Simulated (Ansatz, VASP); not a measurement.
Sc4BP3: VASP beside Ansatz

Contents of INCAR:

```
SYSTEM = Sc4BP3
PREC = Accurate
ENCUT = 520
EDIFF = 1E-6
ISMEAR = 0
SIGMA = 0.1
LREAL = .False.
LASPH = .True.
NELM = 150
ALGO = Normal
ISIF = 2
LWAVE = .False.
LCHARG = .False.
ISPIN = 2
MAGMOM = 1 1 1 1 0 0 0 0
LORBIT = 11
LMAXMIX = 4
GGA = PE
NBANDS = 45
```

Contents of KPOINTS:

```
regular mesh
0
Gamma
  6 6 2
  0 0 0
```

POSCAR

```
Sc4BP3
1.0
    3.6423475125      0.0000000000      0.0000000000
   -1.8211737563      3.1543654752      0.0000000000
    0.0000000000      0.0000000000     12.6145116994
Sc B P
4 1 3
Direct
    0.3333333333      0.6666666667      0.3754884998
    0.3333333333      0.6666666667      0.1130093705
    0.6666666667      0.3333333333      0.8869906295
    0.6666666667      0.3333333333      0.6245115002
    0.0000000000      0.0000000000      0.0000000000
    0.6666666667      0.3333333333      0.2454226645
    0.3333333333      0.6666666667      0.7545773355
    0.0000000000      0.0000000000      0.5000000000
```

Input for Ansatz:

```yaml
crystal:
  lattice:
    - [3.6423475125, 0.0, 0.0]
    - [-1.8211737563, 3.1543654752, 0.0]
    - [0.0, 0.0, 12.6145116994]
  atoms:
    - { symbol: Sc, position: [0.3333333333, 0.6666666667, 0.3754884998], spin: 1.0 }
    - { symbol: Sc, position: [0.3333333333, 0.6666666667, 0.1130093705], spin: 1.0 }
    - { symbol: Sc, position: [0.6666666667, 0.3333333333, 0.8869906295], spin: 1.0 }
    - { symbol: Sc, position: [0.6666666667, 0.3333333333, 0.6245115002], spin: 1.0 }
    - { symbol: B, position: [0.0, 0.0, 0.0] }
    - { symbol: P, position: [0.6666666667, 0.3333333333, 0.2454226645] }
    - { symbol: P, position: [0.3333333333, 0.6666666667, 0.7545773355] }
    - { symbol: P, position: [0.0, 0.0, 0.5] }
basis:
  ecutwfc: 420
kpoints:
  mp_grid: { grid: [6, 6, 2] }
hamiltonian:
  xc: pbe
scf:
  occupations: { method: gaussian, width: 0.1 }
  lower_state_search: "off"
output:
  forces: true
  stress: true
  eigenvalues: true
  populations: true
magnetization:
  spin_polarized: true
```

Alike in both runs: task single point; functional PBE; k mesh 6 × 6 × 2; occupations gaussian, width 0.1 eV; collinear spin.

|  | VASP | Ansatz |
| --- | --- | --- |
| version | VASP 6.6.1 | Ansatz 0.2.0 |
| potentials or method | VASP PAW PBE potentials, release 64 (Sc_sv, B, P), cutoff 520 eV | scalar-relativistic, plane waves, PAW |
| valence electrons in the cell | 62 | 62 |

|  | VASP | Ansatz | Ansatz less VASP |
| --- | --- | --- | --- |
| gap on the k mesh at the Fermi level (eV) | none | none | - |
| pressure (GPa) | 0.1 | -0.1 | -0.17 |
| traceless stress, the component that is largest in VASP (GPa) | 0.73 | 0.71 | -0.024 |
| rms of the force components (eV/Å) | 0.029 | 0.030 | +0.0006 |
| net moment per atom (μB) | 0.00 | 0.00 | 0.000 |

Atom by atom the forces differ by 0.002 eV/Å (rms over components). A gap of «none» marks a metal or a gap that the smearing closes. Ansatz's warnings: seeded moment not kept.
